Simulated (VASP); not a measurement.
# GaSb (F-43m) in VASP: notebook

The runs below take GaSb through single point, with PBE-based global hybrid, PBE-based screened hybrid, PBE0, HSE06.

Program: VASP 6.6.1. These are calculated values, not measurements. Logs are shortened: lines on timing, memory, paths and dates and some standing lists are left out, and cuts for length are marked.

## Step 1: The cell of the first run

Symmetry: F-43m, No. 216, cubic system. Conventional cell: a = 6.132 Å, b = 6.132 Å, c = 6.132 Å, α = 90.00°, β = 90.00°, γ = 90.00°. Within 3.5 Å of Ga (site symmetry -43m) lie 4 Sb at 2.66 Å. Within 3.5 Å of Sb (site symmetry -43m) lie 4 Ga at 2.66 Å.

## Step 2: Single point, PBE-based global hybrid

POSCAR reads:

```
GaSb
1.0
    0.0000000000      3.0658848221      3.0658848221
    3.0658848221      0.0000000000      3.0658848221
    3.0658848221      3.0658848221      0.0000000000
Ga Sb
1 1
Direct
    0.0000000000      0.0000000000      0.0000000000
    0.2500000000      0.2500000000      0.2500000000
```

INCAR.step1 reads:

```
SYSTEM = GaSb
PREC = Accurate
ENCUT = 520
EDIFF = 1E-5
ISMEAR = -1
SIGMA = 0.02
LREAL = .False.
LASPH = .True.
NELM = 80
ALGO = Normal
ISIF = 2
LWAVE = .True.
LCHARG = .False.
GGA = PE
NBANDS = 16
```

INCAR.step2 reads:

```
SYSTEM = GaSb
PREC = Accurate
ENCUT = 520
EDIFF = 1E-6
ISMEAR = -1
SIGMA = 0.02
LREAL = .False.
LASPH = .True.
NELM = 80
ALGO = Normal
ISIF = 2
LWAVE = .False.
LCHARG = .False.
GGA = PE
LHFCALC = .True.
AEXX = 0.5
PRECFOCK = Normal
ISTART = 1
NBANDS = 16
```

KPOINTS reads:

```
Automatic mesh
0
Gamma
  4 4 4
  0 0 0
```

Potentials or basis: VASP PAW PBE potentials, release 64 (Ga_d, Sb).

Started as:

```sh
$ cat potpaw_PBE.64/Ga_d/POTCAR potpaw_PBE.64/Sb/POTCAR > POTCAR
$ cp INCAR.step1 INCAR
$ mpirun -np 1 vasp_std > vasp.out
$ cp INCAR.step2 INCAR
$ mpirun -np 1 vasp_std > vasp.out
```

OUTCAR:

```text
SYSTEM = GaSb
   PREC = Accurate
   ENCUT = 520
   EDIFF = 1E-6
   ISMEAR = -1
   LREAL = .False.
   LASPH = .True.
   NELM = 80
   ISIF = 2
   GGA = PE
   LHFCALC = .True.
   AEXX = 0.5
   PRECFOCK = Normal
   ISTART = 1

 ion  position               nearest neighbor table
   1  0.000  0.000  0.000-   2 2.66   2 2.66   2 2.66   2 2.66
   2  0.250  0.250  0.250-   1 2.66   1 2.66   1 2.66   1 2.66

  LATTYP: Found a face centered cubic cell.
 ALAT       =     6.1317696442

  Lattice vectors:

 A1 = (   0.0000000000,   3.0658848221,   3.0658848221)
 A2 = (   3.0658848221,   0.0000000000,   3.0658848221)
 A3 = (   3.0658848221,   3.0658848221,   0.0000000000)

Analysis of symmetry for initial positions (statically):
=====================================================================
 Subroutine PRICEL returns:
 Original cell was already a primitive cell.

 Routine SETGRP: Setting up the symmetry group for a
 face centered cubic supercell.

 Subroutine GETGRP returns: Found 24 space group operations
 (whereof 24 operations were pure point group operations)
 out of a pool of 48 trial point group operations.

The static configuration has the point symmetry T_d .

Analysis of symmetry for dynamics (positions and initial velocities):
=====================================================================
 Subroutine PRICEL returns:
 Original cell was already a primitive cell.

 Routine SETGRP: Setting up the symmetry group for a
 face centered cubic supercell.

 Subroutine GETGRP returns: Found 24 space group operations
 (whereof 24 operations were pure point group operations)
 out of a pool of 48 trial point group operations.

The dynamic configuration has the point symmetry T_d .

 Subroutine INISYM returns: Found 24 space group operations
 (whereof 24 operations are pure point group operations),
 and found     1 'primitive' translations

----------------------------------------------------------------------------------------

                                     Primitive cell

  volume of cell :      57.6365

  direct lattice vectors                    reciprocal lattice vectors
     0.000000000  3.065884822  3.065884822    -0.163085057  0.163085057  0.163085057
     3.065884822  0.000000000  3.065884822     0.163085057 -0.163085057  0.163085057
     3.065884822  3.065884822  0.000000000     0.163085057  0.163085057 -0.163085057

  length of vectors
     4.335815896  4.335815896  4.335815896     0.282471604  0.282471604  0.282471604

  position of ions in fractional coordinates (direct lattice)
     0.000000000  0.000000000  0.000000000
     0.250000000  0.250000000  0.250000000

  ion indices of the primitive-cell ions
   primitive index   ion index
                 1           1
                 2           2

----------------------------------------------------------------------------------------

 KPOINTS: Automatic mesh

Automatic generation of k-mesh.
 Grid dimensions read from file:
 generate k-points for:    4    4    4

 Generating k-lattice:

  Cartesian coordinates                     Fractional coordinates (reciprocal lattice)
    -0.040771264  0.040771264  0.040771264     0.250000000  0.000000000  0.000000000
     0.040771264 -0.040771264  0.040771264     0.000000000  0.250000000  0.000000000
     0.040771264  0.040771264 -0.040771264     0.000000000  0.000000000  0.250000000

  Length of vectors
     0.070617901  0.070617901  0.070617901

  Shift w.r.t. Gamma in fractional coordinates (k-lattice)
     0.000000000  0.000000000  0.000000000

 Subroutine IBZKPT returns following result:
 ===========================================

 Found      8 irreducible k-points:

 Following reciprocal coordinates:
            Coordinates               Weight
  0.000000  0.000000  0.000000      1.000000
  0.250000  0.000000  0.000000      8.000000
  0.500000  0.000000  0.000000      4.000000
  0.250000  0.250000  0.000000      6.000000
  0.500000  0.250000  0.000000     24.000000
 -0.250000  0.250000  0.000000     12.000000
  0.500000  0.500000  0.000000      3.000000
 -0.250000  0.500000  0.250000      6.000000
   k-points           NKPTS =      8   k-points in BZ     NKDIM =     64   number of bands    NBANDS=     16
   number of dos      NEDOS =    301   number of ions     NIONS =      2
   total plane-waves  NPLWV =  32768
   dimension x,y,z NGX =    32 NGY =   32 NGZ =   32
   dimension x,y,z NGXF=    64 NGYF=   64 NGZF=   64
   ions per type =               1   1
   NGX,Y,Z   is equivalent  to a cutoff of  12.27, 12.27, 12.27 a.u.
   NGXF,Y,Z  is equivalent  to a cutoff of  24.54, 24.54, 24.54 a.u.
 SYSTEM =  GaSb
   PREC   = accura    normal or accurate (medium, high low for compatibility)
   ISTART =      1    job   : 0-new  1-cont  2-samecut
   ICHARG =      0    charge: 1-file 2-atom 10-const
   ISPIN  =      1    spin polarized calculation?
   LNONCOLLINEAR =      F non collinear calculations
   LSORBIT =      F    spin-orbit coupling
   LASPH  =      T    aspherical Exc in radial PAW
   ENCUT  =  520.0 eV  38.22 Ry    6.18 a.u.   8.06  8.06  8.06*2*pi/ulx,y,z
   NELM   =     80;   NELMIN=  2; NELMDL=  0     # of ELM steps
   EDIFF  = 0.1E-05   stopping-criterion for ELM
   LREAL  =      F    real-space projection
   EDIFFG = 0.1E-04   stopping-criterion for IOM
   NSW    =      0    number of steps for IOM
   IBRION =     -1    ionic relax: 0-MD 1-quasi-New 2-CG
   NFREE  =      0    steps in history (QN), initial steepest desc. (CG)
   ISIF   =      2    stress and relaxation
   ISYM   =      3    0-nonsym 1-usesym 2-fastsym
   POTIM  = 0.5000    time-step for ionic-motion
   TEBEG  =    0.0;   TEEND  =   0.0 temperature during run
   PSTRESS=    0.0 pullay stress
   NELECT =      18.0000    total number of electrons
   NUPDOWN=      -1.0000    fix difference up-down
   EMIN   =  10.00;   EMAX   =-10.00  energy-range for DOS
   EFERMI =   0.00;   METHOD = LEGACY
   ISMEAR =    -1;   SIGMA  =   0.02  broadening in eV -4-tet -1-fermi 0-gaus
   EFERMI_NEDOS =   21; number of points for ismear=-14 and -15
   IALGO  =     38    algorithm
   IMIX   =      1    mixing-type and parameters
     AMIX     =   0.40;   BMIX     =  1.00
     AMIX_MAG =   1.60;   BMIX_MAG =  1.00
  volume/ion in A,a.u.               =      28.82       194.48
  Fermi-wavevector in a.u.,A,eV,Ry     =   1.110708  2.098933 16.785125  1.233672
  Thomas-Fermi vector in A             =   2.247263
   LORBIT       =      0    0 simple, 1 ext, 2 COOP (PROOUT), +10 PAW based schemes
   GGA     = PE    functional components
   LHFCALC =     T    Hartree Fock is set to
   PRECFOCK=normal    Normal, Fast or Accurate (Low or Medium for compatibility)
   ENCUT4O =  -1.0   cutoff for four orbital integrals eV
   NKREDX  =     1    reduce k-point grid by
   NKREDY  =     1    reduce k-point grid by
   NKREDZ  =     1    reduce k-point grid by
   AEXX    =    0.5000 exact exchange contribution
   HFSCREEN=    0.0000 screening length (either q_TF or 0.3 A-1)
   HFSCREENC=   0.0000 screening length for correlation (either q_TF or 0.3 A-1)
   ENCUTFOCK=  -1.0 apply spherical cutoff to Coloumb kernel
   IVDW    =     0    specifies the selected vdW correction
   LEPSILON=     F    determine dielectric tensor
   LRPA    =     F    only Hartree local field effects (RPA)
 non-spin polarized calculation
  energy-cutoff  :      520.00
  volume of cell :       57.64
 maximum number of plane-waves:      1572
  NGX = 28; NGY = 28; NGZ = 28

 number of electron      17.9999989 magnetization

 Free energy of the ion-electron system (eV)
  ---------------------------------------------------
  ext. energy  EPLUGINS =         0.00000000
  ---------------------------------------------------
  free energy    TOTEN  =       -13.17541314 eV

  energy without entropy =      -13.17541314  energy(sigma->0) =      -13.17541314

 E-fermi :   3.4393     XC(G=0):  -5.2748

 val. band max:        3.0230940620   @ k =   0.0000   0.0000   0.0000
 cond. band min:       6.4919253147   @ k =   0.5000   0.0000   0.0000
 fundamental gap:      3.4688312528
 Fermi energy:         3.4393227876

 k-point     1 :       0.0000    0.0000    0.0000
  band No.  band energies     occupation
      1     -17.2495      2.00000
      2     -17.2495      2.00000
      3     -17.2495      2.00000
      4     -17.1943      2.00000
      5     -17.1943      2.00000
      6     -10.3792      2.00000
[... 8 lines left out ...]
     15      15.0580      0.00000
     16      15.0580      0.00000

 k-point     2 :       0.2500    0.0000    0.0000
  band No.  band energies     occupation
      1     -17.2545      2.00000
      2     -17.2446      2.00000
      3     -17.2446      2.00000
      4     -17.1948      2.00000
      5     -17.1948      2.00000
      6      -9.6455      2.00000
[... 8 lines left out ...]
     15      13.9852      0.00000
     16      13.9852      0.00000

 k-point     3 :       0.5000    0.0000    0.0000
  band No.  band energies     occupation
      1     -17.2596      2.00000
      2     -17.2401      2.00000
      3     -17.2401      2.00000
      4     -17.1948      2.00000
      5     -17.1948      2.00000
      6      -8.4085      2.00000
[... 8 lines left out ...]
     15      16.7557      0.00000
     16      16.7557      0.00000

 k-point     4 :       0.2500    0.2500    0.0000
  band No.  band energies     occupation
      1     -17.2617      2.00000
      2     -17.2395      2.00000
      3     -17.2395      2.00000
      4     -17.1982      2.00000
      5     -17.1931      2.00000
      6      -9.3818      2.00000
[... 8 lines left out ...]
     15      15.8166      0.00000
     16      15.9727      0.00000

 k-point     5 :       0.5000    0.2500    0.0000
  band No.  band energies     occupation
      1     -17.2658      2.00000
      2     -17.2351      2.00000
      3     -17.2345      2.00000
      4     -17.1988      2.00000
      5     -17.1935      2.00000
      6      -8.0426      2.00000
[... 8 lines left out ...]
     15      16.8519      0.00000
     16      17.2631      0.00000

 k-point     6 :      -0.2500    0.2500    0.0000
  band No.  band energies     occupation
      1     -17.2611      2.00000
      2     -17.2391      2.00000
      3     -17.2377      2.00000
      4     -17.1958      2.00000
      5     -17.1954      2.00000
      6      -8.5658      2.00000
[... 8 lines left out ...]
     15      15.3714      0.00000
     16      17.4064      0.00000

 k-point     7 :       0.5000    0.5000    0.0000
  band No.  band energies     occupation
      1     -17.2729      2.00000
      2     -17.2292      2.00000
      3     -17.2292      2.00000
      4     -17.2031      2.00000
      5     -17.1917      2.00000
      6      -7.3733      2.00000
[... 8 lines left out ...]
     15      17.9523      0.00000
     16      17.9899      0.00000

 k-point     8 :      -0.2500    0.5000    0.2500
  band No.  band energies     occupation
      1     -17.2675      2.00000
      2     -17.2350      2.00000
      3     -17.2301      2.00000
      4     -17.1992      2.00000
      5     -17.1943      2.00000
      6      -7.3216      2.00000
[... 8 lines left out ...]
     15      16.9470      0.00000
     16      18.3827      0.00000

------------------------ aborting loop because EDIFF is reached ----------------------------------------

  FORCE on cell =-STRESS in cart. coord.  units (eV):
  Direction    XX          YY          ZZ          XY          YZ          ZX
  --------------------------------------------------------------------------------------
  -------------------------------------------------------------------------------------
  Total       -1.4282752     -1.4282752     -1.4282752      0.0000000      0.0000000     -0.0000000
  in kB      -39.7031497    -39.7031497    -39.7031497      0.0000000      0.0000000     -0.0000000
  external PRESSURE =     -39.7031497 kB  Pullay stress =       0.0000000 kB

 VOLUME and BASIS-vectors are now :
 -----------------------------------------------------------------------------
  energy-cutoff  :      520.00
  volume of cell :       57.64
      direct lattice vectors                 reciprocal lattice vectors
     0.000000000  3.065884822  3.065884822    -0.163085057  0.163085057  0.163085057
     3.065884822  0.000000000  3.065884822     0.163085057 -0.163085057  0.163085057
     3.065884822  3.065884822  0.000000000     0.163085057  0.163085057 -0.163085057

 POSITION                                       TOTAL-FORCE (eV/Angst)
 -----------------------------------------------------------------------------------
      0.00000      0.00000      0.00000         0.000000      0.000000      0.000000
      1.53294      1.53294      1.53294        -0.000000     -0.000000     -0.000000
 -----------------------------------------------------------------------------------
    total drift:                               -0.000016     -0.000108     -0.000036

  FREE ENERGIE OF THE ION-ELECTRON SYSTEM (eV)
  ---------------------------------------------------
  free  energy   TOTEN  =       -13.1754131405 eV

  energy  without entropy=      -13.1754131404  energy(sigma->0) =      -13.17541314
```

Wall time 6 min (1 thread of Intel Xeon 6975P-C (Granite Rapids), shared host); peak memory 0.19 GiB.

What came out:

```yaml
Free_energy: -13.1754 eV
Pressure: -4.0 GPa
Band_gap_on_the_k_mesh: 3.47 eV, indirect (least direct gap 3.47 eV)
```

Levels at points of the mesh, in eV from the valence-band top:
```tsv
k point	band 6	band 7	band 8	band 9	band 10	band 11	band 12	band 13
(0.00, 0.00, 0.00)	-13.40	0.00	0.00	0.00	3.47	5.89	5.89	5.89
(0.50, 0.00, 0.00)	-11.43	-7.34	-1.30	-1.30	3.47	6.92	6.92	9.82
(0.50, 0.50, 0.00)	-10.40	-7.84	-2.95	-2.95	3.76	4.11	12.80	12.80
```

Caveat: the k points lie up to 0.44 Å⁻¹ apart; the PAW data sets were made with another functional, which shifts forces and pressure a little; spin-orbit coupling is left out, which moves the levels of the heavy elements.

## Step 3: Single point, PBE-based screened hybrid

POSCAR is that of step 2.

INCAR.step1 reads:

```
SYSTEM = GaSb
  PREC = Accurate
  ENCUT = 520
  EDIFF = 1E-5
  ISMEAR = -1
  SIGMA = 0.02
  LREAL = .FALSE.
  LASPH = .TRUE.
  NELM = 100
  ALGO = Normal
  ISIF = 2
  LWAVE = .TRUE.
  GGA = PE
  NBANDS = 16
```

INCAR.step2 reads:

```
SYSTEM = GaSb
  PREC = Accurate
  ENCUT = 520
  EDIFF = 1E-6
  ISMEAR = -1
  SIGMA = 0.02
  LREAL = .FALSE.
  LASPH = .TRUE.
  NELM = 100
  ALGO = Normal
  ISIF = 2
  LWAVE = .FALSE.
  LCHARG = .TRUE.
  GGA = PE
  LHFCALC = .TRUE.
  AEXX = 0.35
  HFSCREEN = 0.3
  PRECFOCK = Normal
  LELF = .TRUE.
  LVHAR = .TRUE.
  ISTART = 1
  NBANDS = 16
```

KPOINTS reads:

```
regular mesh
0
G
  4 4 4
  0 0 0
```

Potentials or basis: VASP PAW PBE potentials, release 64 (Ga_d, Sb).

Started as:

```sh
$ cat potpaw_PBE.64/Ga_d/POTCAR potpaw_PBE.64/Sb/POTCAR > POTCAR
$ cp INCAR.step1 INCAR
$ mpirun -np 1 vasp_std > vasp.out
$ cp INCAR.step2 INCAR
$ mpirun -np 1 vasp_std > vasp.out
```

It took 6.2 min on 1 thread of Intel Xeon 6975P-C (Granite Rapids), shared host; peak memory 0.29 GiB.

It converged, with:

```yaml
Free_energy: -9.1829 eV
Pressure: -0.7 GPa
Band_gap_on_the_k_mesh: 1.01 eV, direct
```

Levels at points of the mesh, in eV from the valence-band top:
```csv
k point,band 6,band 7,band 8,band 9,band 10,band 11,band 12,band 13
"(0.00, 0.00, 0.00)",-12.69,0.00,0.00,0.00,1.01,3.58,3.58,3.58
"(0.50, 0.00, 0.00)",-10.86,-6.88,-1.23,-1.23,1.19,4.58,4.58,7.44
"(0.50, 0.50, 0.00)",-9.91,-7.38,-2.76,-2.76,1.59,1.92,10.06,10.06
```

Caveat: the k points lie up to 0.44 Å⁻¹ apart; the PAW data sets were made with another functional, which shifts forces and pressure a little; spin-orbit coupling is left out, which moves the levels of the heavy elements.

## Step 4: Single point, PBE0

POSCAR is that of step 3.

INCAR.step1 reads:

```
PREC = Accurate
ENCUT = 520
EDIFF = 1E-5
ISMEAR = -1
SIGMA = 0.02
LREAL = False
LASPH = True
NELM = 80
ALGO = Normal
ISIF = 2
LWAVE = True
LCHARG = False
GGA = PE
NBANDS = 16
```

INCAR.step2 reads:

```
PREC = Accurate
ENCUT = 520
EDIFF = 1E-7
ISMEAR = -1
SIGMA = 0.02
LREAL = False
LASPH = True
NELM = 80
ALGO = Normal
ISIF = 2
LWAVE = False
LCHARG = False
GGA = PE
LHFCALC = True
AEXX = 0.25
PRECFOCK = Normal
ISTART = 1
NBANDS = 16
```

KPOINTS reads:

```
Automatic mesh
0
Gamma
  4 4 4
```

Started as:

```sh
$ cat potpaw_PBE.64/Ga_d/POTCAR potpaw_PBE.64/Sb/POTCAR > POTCAR
$ cp INCAR.step1 INCAR
$ mpirun -np 1 vasp_std > vasp.out
$ cp INCAR.step2 INCAR
$ mpirun -np 1 vasp_std > vasp.out
```

Run time: 9 min. Hardware: 1 thread of Intel Xeon 6975P-C (Granite Rapids), shared host; peak memory 0.19 GiB.

Results (log left out):

* Free energy: -9.6985 eV
* Pressure: -0.4 GPa
* Band gap on the k mesh: 1.54 eV, direct

Levels at points of the mesh, in eV from the valence-band top:
| k point | band 7 | band 8 | band 9 | band 10 | band 11 | band 12 |
| --- | --- | --- | --- | --- | --- | --- |
| (0.00, 0.00, 0.00) | 0.00 | 0.00 | 0.00 | 1.54 | 4.21 | 4.21 |
| (0.50, 0.00, 0.00) | -6.93 | -1.24 | -1.24 | 1.78 | 5.21 | 5.21 |
| (0.50, 0.50, 0.00) | -7.41 | -2.79 | -2.79 | 2.22 | 2.55 | 10.62 |

Caveat: the k points lie up to 0.44 Å⁻¹ apart; the PAW data sets were made with another functional, which shifts forces and pressure a little; spin-orbit coupling is left out, which moves the levels of the heavy elements. A k mesh can miss the band edges.

[end of part 1 of 2]
